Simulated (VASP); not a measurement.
# KAg (Imma) in VASP: further runs

Runs on KAg. Level: PBE. Tasks: single point, relaxation of cell and atoms.

Everything below comes from runs of VASP 6.6.1. Logs are shortened: lines on timing, memory, paths and dates and some standing lists are left out, and cuts for length are marked.

### 1 The cell of the first run

The structure is orthorhombic, space group Imma (No. 74). The conventional cell has a = 4.298 Å, b = 5.646 Å, c = 11.297 Å, α = 90.00°, β = 90.00°, γ = 90.00°. K (site symmetry mm2) has 9 Ag at 3.63 to 4.87 Å and 6 K at 3.66 to 4.30 Å within 4.9 Å. Ag (site symmetry mm2) has 2 Ag at 2.78 Å and 8 K at 3.63 to 3.80 Å within 3.8 Å.

The cell was built from a structure type or drawn by symmetry, and may not be a known phase.

### 2 Single point, PBE

INCAR reads:

```
PREC = Accurate
ENCUT = 520
EDIFF = 1E-6
ISMEAR = 0
SIGMA = 0.1
LREAL = False
LASPH = True
NELM = 100
ALGO = Normal
ISIF = 2
LWAVE = False
LCHARG = False
GGA = PE
NBANDS = 28
```

KPOINTS reads:

```
regular mesh
0
Gamma
  4 4 4
```

POSCAR reads:

```
KAg
1.0
   -2.1490928865      2.8228753552      5.6482973125
    2.1490928865     -2.8228753552      5.6482973125
    2.1490928865      2.8228753552     -5.6482973125
K Ag
2 2
Direct
    0.3530327427      0.6030327427      0.7500000000
    0.6469672573      0.3969672573      0.2500000000
    0.0781770806     -0.1718229194      0.2500000000
    0.9218229194      0.1718229194      0.7500000000
```

Potentials or basis: VASP PAW PBE potentials, release 64 (K_sv, Ag).

Started as:

```sh
> cat potpaw_PBE.64/K_sv/POTCAR potpaw_PBE.64/Ag/POTCAR > POTCAR
> mpirun -np 1 vasp_std > vasp.out
```

OUTCAR:

```text
PREC = Accurate
   ENCUT = 520
   EDIFF = 1E-6
   ISMEAR = 0
   LREAL = False
   LASPH = True
   NELM = 100
   ISIF = 2
   GGA = PE

 ion  position               nearest neighbor table
   1  0.353  0.603  0.750-   4 3.63   4 3.63   4 3.63   4 3.63   2 3.66   2 3.66
   2  0.647  0.397  0.250-   3 3.63   3 3.63   3 3.63   3 3.63   1 3.66   1 3.66
   3  0.078  0.828  0.250-   4 2.78   4 2.78   2 3.63   2 3.63   2 3.63   2 3.63
   4  0.922  0.172  0.750-   3 2.78   3 2.78   1 3.63   1 3.63   1 3.63   1 3.63

  LATTYP: Found a body centered orthorhombic cell.
 ALAT       =     4.2981857730
 B/A-ratio  =     1.3135194728
 C/A-ratio  =     2.6282239116

  Lattice vectors:

 A1 = (  -2.1490928865,   2.8228753552,   5.6482973125)
 A2 = (   2.1490928865,  -2.8228753552,   5.6482973125)
 A3 = (   2.1490928865,   2.8228753552,  -5.6482973125)

Analysis of symmetry for initial positions (statically):
=====================================================================
 Subroutine PRICEL returns:
 Original cell was already a primitive cell.

 Routine SETGRP: Setting up the symmetry group for a
 body centered orthorhombic supercell.

 Subroutine GETGRP returns: Found  8 space group operations
 (whereof  4 operations were pure point group operations)
 out of a pool of  8 trial point group operations.

The static configuration has the point symmetry C_2h.
 The point group associated with its full space group is D_2h.

Analysis of symmetry for dynamics (positions and initial velocities):
=====================================================================
 Subroutine PRICEL returns:
 Original cell was already a primitive cell.

 Routine SETGRP: Setting up the symmetry group for a
 body centered orthorhombic supercell.

 Subroutine GETGRP returns: Found  8 space group operations
 (whereof  4 operations were pure point group operations)
 out of a pool of  8 trial point group operations.

The dynamic configuration has the point symmetry C_2h.
 The point group associated with its full space group is D_2h.

 Subroutine INISYM returns: Found  8 space group operations
 (whereof  4 operations are pure point group operations),
 and found     1 'primitive' translations

----------------------------------------------------------------------------------------

                                     Primitive cell

  volume of cell :     137.0643

  direct lattice vectors                    reciprocal lattice vectors
    -2.149092887  2.822875355  5.648297312     0.000000000  0.177124363  0.088522252
     2.149092887 -2.822875355  5.648297312     0.232656300  0.000000000  0.088522252
     2.149092887  2.822875355 -5.648297312     0.232656300  0.177124363  0.000000000

  length of vectors
     6.670119042  6.670119042  6.670119042     0.198013205  0.248927988  0.292407240

  position of ions in fractional coordinates (direct lattice)
     0.353032743  0.603032743  0.750000000
     0.646967257  0.396967257  0.250000000
     0.078177081  0.828177081  0.250000000
     0.921822919  0.171822919  0.750000000

  ion indices of the primitive-cell ions
   primitive index   ion index
                 1           1
                 2           2
                 3           3
                 4           4

----------------------------------------------------------------------------------------

 KPOINTS: regular mesh

Automatic generation of k-mesh.
 Grid dimensions read from file:
 generate k-points for:    4    4    4

 Generating k-lattice:

  Cartesian coordinates                     Fractional coordinates (reciprocal lattice)
     0.000000000  0.044281091  0.022130563     0.250000000  0.000000000  0.000000000
     0.058164075  0.000000000  0.022130563     0.000000000  0.250000000  0.000000000
     0.058164075  0.044281091  0.000000000     0.000000000  0.000000000  0.250000000

  Length of vectors
     0.049503301  0.062231997  0.073101810

  Shift w.r.t. Gamma in fractional coordinates (k-lattice)
     0.000000000  0.000000000  0.000000000

 Subroutine IBZKPT returns following result:
 ===========================================

 Found     18 irreducible k-points:

 Following reciprocal coordinates:
            Coordinates               Weight
  0.000000  0.000000  0.000000      1.000000
  0.250000 -0.000000  0.000000      4.000000
  0.500000 -0.000000  0.000000      2.000000
 -0.000000  0.250000  0.000000      4.000000
  0.250000  0.250000  0.000000      8.000000
  0.500000  0.250000  0.000000      8.000000
[... 10 lines left out ...]
 -0.250000 -0.250000  0.250000      2.000000
  0.500000  0.500000  0.500000      1.000000
   k-points           NKPTS =     18   k-points in BZ     NKDIM =     18   number of bands    NBANDS=     28
   number of dos      NEDOS =    301   number of ions     NIONS =      4
   total plane-waves  NPLWV = 125000
   dimension x,y,z NGX =    50 NGY =   50 NGZ =   50
   dimension x,y,z NGXF=   100 NGYF=  100 NGZF=  100
   ions per type =               2   2
   NGX,Y,Z   is equivalent  to a cutoff of  12.46, 12.46, 12.46 a.u.
   NGXF,Y,Z  is equivalent  to a cutoff of  24.92, 24.92, 24.92 a.u.
 SYSTEM =  unknown system
   PREC   = accura    normal or accurate (medium, high low for compatibility)
   ISTART =      0    job   : 0-new  1-cont  2-samecut
   ICHARG =      2    charge: 1-file 2-atom 10-const
   ISPIN  =      1    spin polarized calculation?
   LNONCOLLINEAR =      F non collinear calculations
   LSORBIT =      F    spin-orbit coupling
   LASPH  =      T    aspherical Exc in radial PAW
   ENCUT  =  520.0 eV  38.22 Ry    6.18 a.u.  12.40 12.40 12.40*2*pi/ulx,y,z
   NELM   =    100;   NELMIN=  2; NELMDL= -5     # of ELM steps
   EDIFF  = 0.1E-05   stopping-criterion for ELM
   LREAL  =      F    real-space projection
   EDIFFG = 0.1E-04   stopping-criterion for IOM
   NSW    =      0    number of steps for IOM
   IBRION =     -1    ionic relax: 0-MD 1-quasi-New 2-CG
   NFREE  =      0    steps in history (QN), initial steepest desc. (CG)
   ISIF   =      2    stress and relaxation
   ISYM   =      2    0-nonsym 1-usesym 2-fastsym
   POTIM  = 0.5000    time-step for ionic-motion
   TEBEG  =    0.0;   TEEND  =   0.0 temperature during run
   PSTRESS=    0.0 pullay stress
   NELECT =      40.0000    total number of electrons
   NUPDOWN=      -1.0000    fix difference up-down
   EMIN   =  10.00;   EMAX   =-10.00  energy-range for DOS
   EFERMI =   0.00;   METHOD = LEGACY
   ISMEAR =     0;   SIGMA  =   0.10  broadening in eV -4-tet -1-fermi 0-gaus
   EFERMI_NEDOS =   21; number of points for ismear=-14 and -15
   IALGO  =     38    algorithm
   IMIX   =      4    mixing-type and parameters
     AMIX     =   0.40;   BMIX     =  1.00
     AMIX_MAG =   1.60;   BMIX_MAG =  1.00
  volume/ion in A,a.u.               =      34.27       231.24
  Fermi-wavevector in a.u.,A,eV,Ry     =   1.085892  2.052039 16.043469  1.179162
  Thomas-Fermi vector in A             =   2.222016
   LORBIT       =      0    0 simple, 1 ext, 2 COOP (PROOUT), +10 PAW based schemes
   GGA     = PE    functional components
   LHFCALC =     F    Hartree Fock is set to
   AEXX    =    0.0000 exact exchange contribution
   IVDW    =     0    specifies the selected vdW correction
   LEPSILON=     F    determine dielectric tensor
   LRPA    =     F    only Hartree local field effects (RPA)
 non-spin polarized calculation
 Gauss-broadening in eV      SIGMA  =   0.10
  energy-cutoff  :      520.00
  volume of cell :      137.06
 maximum number of plane-waves:      3724
 NGX is ok and might be reduce to    50
   NGX = 25   NGY = 25   NGZ = 25

 number of electron      40.0000003 magnetization

 Free energy of the ion-electron system (eV)
  ---------------------------------------------------
  ext. energy  EPLUGINS =         0.00000000
  ---------------------------------------------------
  free energy    TOTEN  =        -7.34523845 eV

  energy without entropy =       -7.33839363  energy(sigma->0) =       -7.34181604

 E-fermi :   2.3542     XC(G=0):  -8.0666

 val. band max:        2.3350713696   @ k =  -0.0000   0.2500   0.0000
 cond. band min:       2.4130593775   @ k =   0.0000   0.0000   0.0000
 fundamental gap:      0.0779880079
 Fermi energy:         2.3541679950

 k-point     1 :       0.0000    0.0000    0.0000
  band No.  band energies     occupation
      1     -29.2691      2.00000
      2     -29.2259      2.00000
      3     -12.9073      2.00000
      4     -12.8237      2.00000
      5     -12.6973      2.00000
      6     -12.6972      2.00000
[... 20 lines left out ...]
     27       7.1051      0.00000
     28       7.8452      0.00000

 k-point     2 :       0.2500   -0.0000    0.0000
  band No.  band energies     occupation
      1     -29.2634      2.00000
      2     -29.2316      2.00000
      3     -12.9052      2.00000
      4     -12.8352      2.00000
      5     -12.7117      2.00000
      6     -12.6831      2.00000
[... 20 lines left out ...]
     27       7.5660      0.00000
     28       7.6082      0.00000

 k-point     3 :       0.5000   -0.0000    0.0000
  band No.  band energies     occupation
      1     -29.2537      2.00000
      2     -29.2411      2.00000
      3     -12.9057      2.00000
      4     -12.8440      2.00000
      5     -12.7178      2.00000
      6     -12.6773      2.00000
[... 20 lines left out ...]
     27       7.1857      0.00000
     28       7.2457      0.00000

 k-point     4 :      -0.0000    0.2500    0.0000
  band No.  band energies     occupation
      1     -29.2639      2.00000
      2     -29.2267      2.00000
      3     -12.8840      2.00000
      4     -12.8240      2.00000
      5     -12.7693      2.00000
      6     -12.7255      2.00000
[... 392 lines left out ...]
     27       7.3416      0.00000
     28       7.4072      0.00000

 k-point    17 :      -0.2500   -0.2500    0.2500
  band No.  band energies     occupation
      1     -29.2640      2.00000
      2     -29.2310      2.00000
      3     -12.8735      2.00000
      4     -12.8357      2.00000
      5     -12.7256      2.00000
      6     -12.7023      2.00000
[... 20 lines left out ...]
     27       7.5199      0.00000
     28       7.5478      0.00000

 k-point    18 :       0.5000    0.5000    0.5000
  band No.  band energies     occupation
      1     -29.2565      2.00000
      2     -29.2386      2.00000
      3     -12.8463      2.00000
      4     -12.7965      2.00000
      5     -12.7829      2.00000
      6     -12.7373      2.00000
[... 20 lines left out ...]
     27       7.3937      0.00000
     28       8.1155      0.00000

------------------------ aborting loop because EDIFF is reached ----------------------------------------

  FORCE on cell =-STRESS in cart. coord.  units (eV):
  Direction    XX          YY          ZZ          XY          YZ          ZX
  --------------------------------------------------------------------------------------
  -------------------------------------------------------------------------------------
  Total       -0.0785455      0.0990440      0.0628296      0.0000000      0.0000000      0.0000000
  in kB       -0.9181373      1.1577491      0.7344298      0.0000000      0.0000000      0.0000000
  external PRESSURE =       0.3246805 kB  Pullay stress =       0.0000000 kB

 VOLUME and BASIS-vectors are now :
 -----------------------------------------------------------------------------
  energy-cutoff  :      520.00
  volume of cell :      137.06
      direct lattice vectors                 reciprocal lattice vectors
    -2.149092887  2.822875355  5.648297312     0.000000000  0.177124363  0.088522252
     2.149092887 -2.822875355  5.648297312     0.232656300  0.000000000  0.088522252
     2.149092887  2.822875355 -5.648297312     0.232656300  0.177124363  0.000000000

 POSITION                                       TOTAL-FORCE (eV/Angst)
 -----------------------------------------------------------------------------------
      2.14909      1.41144      1.16392         0.000000     -0.000000     -0.005949
      0.00000      1.41144      4.48438         0.000000      0.000000      0.005949
      2.14909     -1.41144      3.70728        -0.000000      0.000000     -0.014545
      0.00000      4.23431      1.94101        -0.000000     -0.000000      0.014545
 -----------------------------------------------------------------------------------
    total drift:                                0.000000     -0.000000      0.000000

  FREE ENERGIE OF THE ION-ELECTRON SYSTEM (eV)
  ---------------------------------------------------
  free  energy   TOTEN  =        -7.3452384532 eV

  energy  without entropy=       -7.3383936251  energy(sigma->0) =       -7.34181604
```

Wall time 71 s (1 thread of Intel Xeon 6975P-C (Granite Rapids), shared host); peak memory 0.35 GiB.

Results:

```yaml
Free_energy: -7.3452 eV
Pressure: 0.0 GPa
Largest_force: 0.015 eV/Å
Band_gap_on_the_k_mesh: zero (bands 20 and 21 overlap by 1.04 eV)
```

Forces in eV/Å, atoms in the order of the input:
```
K    0.000  0.000 -0.006
K    0.000  0.000  0.006
Ag   0.000  0.000 -0.015
Ag   0.000  0.000  0.015
```

Caveat: the k points lie up to 0.39 Å⁻¹ apart, too coarse for converged energies and pressures of a metal.

[end of part 1 of 2]
